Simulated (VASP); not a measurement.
The system is CdTe.

```
Te Cd
1.0
     0.00000    3.18349    3.18349
     3.18349    0.00000    3.18349
     3.18349    3.18349    0.00000
Te Cd
1 1
Direct
  0.75000 0.75000 0.75000
  0.00000 0.00000 0.00000
```

This cell differs from its parent crystal: volume scaled by 0.98.

Program: VASP 6.6.1. Alike in all runs: task single point; potentials or basis VASP PAW PBE potentials, release 64 (Te, Cd); no spin polarisation; cell as given; cutoff (eV) 520; smearing fermi-dirac 0.05 eV.

Q: Order these runs on this cell by their band gap on the k mesh, lowest first.
A. level PBE0; k mesh 4 × 4 × 4; grid for exact exchange (PRECFOCK) Normal
B. level revPBE+D4; k mesh 7 × 7 × 7
C. level PBEsol; k mesh 7 × 7 × 7
D. level r2SCAN+D3(BJ); k mesh 7 × 7 × 7

A: C (0.82 eV), B (1.05 eV), D (1.45 eV), A (2.43 eV).

Caveats: some runs use coarse meshes; spin-orbit coupling is left out, which moves the levels of the heavy elements.
